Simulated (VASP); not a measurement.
# Si16C (a cell with a defect) in VASP: further runs, part 2 of 2

VASP 6.6.1. Earlier steps stand in the parts before.

## 4. Single point, PBE, collinear spin, zero start

File INCAR:

```
  ALGO = Normal
  EDIFF = 1E-6
  ENCUT = 520
  GGA = PE
  ISIF = 2
  ISMEAR = -1
  ISPIN = 2
  LASPH = T
  LCHARG = F
  LORBIT = 11
  LREAL = Auto
  LWAVE = F
  MAGMOM = 0 0 0 0 0 0 0 0 0 0 0 0 0 0 0 0 0
  NBANDS = 52
  NELM = 150
  PREC = Accurate
  SIGMA = 0.02
```

File KPOINTS:

```
k-points
0
Gamma
  2 2 2
```

File POSCAR:

```
Si16C
1.0
    0.0000000000      5.4300000000      5.4300000000
    5.4300000000      0.0000000000      5.4300000000
    5.4300000000      5.4300000000      0.0000000000
Si C
16 1
Direct
    0.0145764273     -0.1000644567      0.0063627993
    0.1543001842      0.0650552486      0.0668784530
    0.0180202578      0.0460497238      0.4234714549
   -0.0025506446      0.1734162063      0.6935267035
    0.0509208103      0.4277716390     -0.0605893186
    0.1547790055      0.3954604052      0.2927900552
   -0.0866114180      0.5475322284      0.6862615101
    0.2110497238      0.6890055249      0.6131123389
    0.5400092081     -0.0063259669     -0.0802854512
    0.5831123389      0.1827071823      0.0777163904
    0.4596777164      0.1118876611      0.4554235727
    0.6510313076      0.1670902394      0.5679742173
    0.4764364641      0.5700828729     -0.0239318600
    0.7327440147      0.6373848987      0.0675322284
    0.6301197053      0.5324401473      0.4347421731
    0.5772007366      0.7244751381      0.6077900552
    0.1778453039      0.6746408840      1.1420073665
```

Potentials or basis: VASP PAW PBE potentials, release 64 (Si, C).

Launch:

```console
$ cat potpaw_PBE.64/Si/POTCAR potpaw_PBE.64/C/POTCAR > POTCAR
$ mpirun -np 1 vasp_std > vasp.out
```

OUTCAR:

```text
EDIFF = 1E-6
   ENCUT = 520
   GGA = PE
   ISIF = 2
   ISMEAR = -1
   ISPIN = 2
   LASPH = T
   LORBIT = 11
   LREAL = Auto
   NELM = 150
   PREC = Accurate

 ion  position               nearest neighbor table
   1  0.015  0.900  0.006-  17 1.73   4 2.28   2 2.33  10 2.86  13 3.14
   2  0.154  0.065  0.067-   5 2.28   1 2.33   3 2.35   9 2.45
   3  0.018  0.046  0.423-  12 2.31   2 2.35   8 2.44   4 2.61   6 2.89
   4  0.997  0.173  0.694-   1 2.28   7 2.59   3 2.61   6 2.63  11 2.98  10 3.07
   5  0.051  0.428  0.939-  14 2.19   7 2.24   2 2.28   8 2.48   6 3.06
   6  0.155  0.395  0.293-  17 1.91  11 2.62   4 2.63  13 2.80  10 2.85   3 2.89   5 3.06   7 3.11

   7  0.913  0.548  0.686-   5 2.24  16 2.47   4 2.59   8 2.70  14 2.82  13 2.93   6 3.11
   8  0.211  0.689  0.613-   3 2.44   5 2.48  15 2.65   7 2.70  16 2.94
[... 1042 lines left out ...]
      7.42380      5.37750      2.59930        -0.313258      1.425992      1.917241
      3.73720      2.43030      2.98780         0.385885     -0.311521     -0.027639
[... 9 lines left out ...]
      7.23420      6.43450      7.06810         1.147629      0.480867      0.877783
      4.43440      1.73680      4.62900        -2.067132      2.703228     -0.680185
 -----------------------------------------------------------------------------------
    total drift:                                0.003456     -0.005669     -0.007592

  FREE ENERGIE OF THE ION-ELECTRON SYSTEM (eV)
  ---------------------------------------------------
  free  energy   TOTEN  =       -85.9187144052 eV

  energy  without entropy=      -85.9035399462  energy(sigma->0) =      -85.91112718

 total charge

# of ion       s       p       d       tot
------------------------------------------
    1        0.788   0.910   0.000   1.698
    2        0.789   0.880   0.000   1.669
    3        0.775   0.849   0.000   1.624
    4        0.836   0.726   0.000   1.562
    5        0.787   0.932   0.000   1.720
    6        0.817   0.725   0.000   1.542
[... 9 lines left out ...]
   16        0.761   0.900   0.000   1.660
   17        0.898   1.528   0.000   2.425
--------------------------------------------------
tot         13.459  15.116   0.000  28.575

 magnetization (x)

# of ion       s       p       d       tot
------------------------------------------
    1        0.000   0.000   0.000   0.000
    2        0.000   0.000   0.000   0.000
    3        0.000   0.000   0.000   0.000
    4        0.000   0.000   0.000   0.000
    5        0.000   0.000   0.000   0.000
    6        0.000   0.000   0.000   0.000
[... 9 lines left out ...]
   16        0.000   0.000   0.000   0.000
   17        0.000   0.000   0.000   0.000
--------------------------------------------------
tot          0.000   0.000   0.000   0.000
```

Run time: 5.5 min. Hardware: 1 thread of Intel Xeon 6975P-C (Granite Rapids), shared host; peak memory 0.71 GiB.

Results:

- Free energy: -85.9187 eV
- Pressure: 0.0 GPa
- Largest force: 3.470 eV/Å
- Band gap on the k mesh: zero (filled and empty bands overlap)
- Net moment: 0.00 μB per cell
- Valence electrons inside the program's atomic spheres: Si 1.70, 1.67, 1.62, 1.56, 1.72, 1.54, 1.61, 1.57, 1.65, 1.58, 1.63, 1.60, 1.66; C 2.42

Forces on the atoms (eV/Å):
```
Si   0.969 -1.738 -0.576
Si  -0.322  0.736  0.313
Si   0.320  1.269  0.162
Si  -0.537 -0.934  1.217
Si  -0.313  1.426  1.917
Si   0.386 -0.312 -0.028
Si  -1.712 -1.505 -0.044
Si  -0.141  0.019 -0.234
Si   1.660  0.728 -0.720
Si  -0.284  0.097  0.055
Si  -0.693 -0.717 -0.624
Si   0.035 -0.547  1.059
Si   0.834  0.475 -0.469
Si   1.260 -1.497 -0.910
Si  -0.543 -0.684 -1.316
Si   1.148  0.481  0.878
C   -2.067  2.703 -0.680
```

Levels at points of the mesh, in eV from the Fermi level:
Spin up:
| k point | band 30 | band 31 | band 32 | band 33 | band 34 | band 35 | band 36 | band 37 | band 38 | band 39 |
| --- | --- | --- | --- | --- | --- | --- | --- | --- | --- | --- |
| (0.00, 0.00, 0.00) | -0.91 | -0.58 | -0.21 | -0.15 | -0.03 | 0.03 | 0.24 | 0.39 | 0.68 | 0.85 |
| (0.50, 0.00, 0.00) | -1.21 | -1.04 | -1.02 | -0.51 | -0.03 | 0.09 | 0.43 | 0.92 | 1.21 | 1.32 |
| (0.00, 0.50, 0.00) | -1.23 | -0.97 | -0.79 | -0.41 | -0.05 | 0.49 | 0.60 | 0.83 | 1.07 | 1.28 |
| (0.00, 0.00, 0.50) | -1.44 | -0.96 | -0.63 | -0.44 | -0.36 | -0.06 | 0.71 | 0.90 | 1.14 | 1.52 |
| (0.50, 0.50, 0.50) | -1.03 | -0.91 | -0.69 | -0.34 | -0.18 | 0.01 | 0.79 | 0.93 | 1.14 | 1.38 |
| (0.50, 0.50, 0.00) | -1.44 | -0.92 | -0.67 | -0.47 | -0.26 | 0.23 | 0.88 | 1.09 | 1.45 | 1.55 |
| (0.00, 0.50, 0.50) | -1.36 | -1.07 | -0.84 | -0.62 | 0.06 | 0.38 | 0.95 | 1.03 | 1.31 | 1.50 |
| (0.50, 0.00, 0.50) | -1.47 | -0.97 | -0.59 | -0.52 | -0.06 | 0.25 | 0.87 | 1.11 | 1.35 | 1.50 |
Spin down:
```csv
k point,band 31,band 32,band 33,band 34,band 35,band 36,band 37,band 38
"(0.00, 0.00, 0.00)",-0.58,-0.21,-0.15,-0.03,0.03,0.24,0.39,0.68
"(0.50, 0.00, 0.00)",-1.04,-1.02,-0.51,-0.03,0.09,0.43,0.92,1.21
"(0.00, 0.50, 0.00)",-0.97,-0.79,-0.41,-0.05,0.49,0.60,0.83,1.07
"(0.00, 0.00, 0.50)",-0.96,-0.63,-0.44,-0.36,-0.06,0.71,0.90,1.14
"(0.50, 0.50, 0.50)",-0.91,-0.69,-0.34,-0.18,0.01,0.79,0.93,1.14
"(0.50, 0.50, 0.00)",-0.92,-0.67,-0.47,-0.26,0.23,0.88,1.09,1.45
"(0.00, 0.50, 0.50)",-1.07,-0.84,-0.62,0.06,0.38,0.95,1.03,1.31
"(0.50, 0.00, 0.50)",-0.97,-0.59,-0.52,-0.06,0.25,0.87,1.11,1.35
```

Caveat: the k points lie up to 0.50 Å⁻¹ apart.
